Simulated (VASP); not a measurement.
Write the native input for VASP 6.6.1 that does the following.

```
Task                   : single point
Functional             : PBE
Potentials or basis    : VASP PAW PBE potentials, release 64 (Cu, Mo_sv)
Cutoff                 : 600 eV
k mesh                 : 5 × 5 × 3
Occupations            : gaussian, width 0.2 eV
Spin                   : no spin polarisation
Dipole correction      : no
Further INCAR settings : ALGO = Normal; EDIFF = 1e-06; NBANDS = 44
```

The structure of Cu5Mo lies in POSCAR:

```
Cu5Mo
1.0
    4.1640656304      0.0000000000      0.0000000000
   -2.0820328152      3.6061866190      0.0000000000
    0.0000000000      0.0000000000      5.1177454696
Cu Mo
5 1
Direct
    0.3333333333      0.6666666667     -0.0051899614
    0.6666666667      0.3333333333     -0.0051899614
    0.3333333333      0.6666666667      0.5033115692
    0.6666666667      0.3333333333      0.5033115692
    0.0000000000      0.0000000000      0.7484984864
    0.0000000000      0.0000000000      0.2485522580
```

These files were run (other wordings do the same):

INCAR

```
SYSTEM = Cu5Mo
PREC = Accurate ; ENCUT = 600
EDIFF = 1E-6 ; ISMEAR = 0
SIGMA = 0.2 ; LREAL = .False.
LASPH = .True. ; NELM = 120
ALGO = Normal ; ISIF = 2
LWAVE = .False. ; LCHARG = .False.
GGA = PE ; NBANDS = 44
GGA_COMPAT = .False.
```

KPOINTS

```
Automatic mesh
0
Gamma
  5 5 3
  0 0 0
```

Potentials or basis: VASP PAW PBE potentials, release 64 (Cu, Mo_sv).

Command:

```console
$ cat potpaw_PBE.64/Cu/POTCAR potpaw_PBE.64/Mo_sv/POTCAR > POTCAR
$ mpirun -np 1 vasp_std > vasp.out
```

It gave:

The pressure is 0.5 GPa and the largest force is 0.008 eV/Å.

Caveat: the k points lie up to 0.41 Å⁻¹ apart.

Run time: 32 s on 1 thread of Intel(R) Xeon(R) 6975P-C (Granite Rapids) (shared host), peak memory 0.23 GiB.
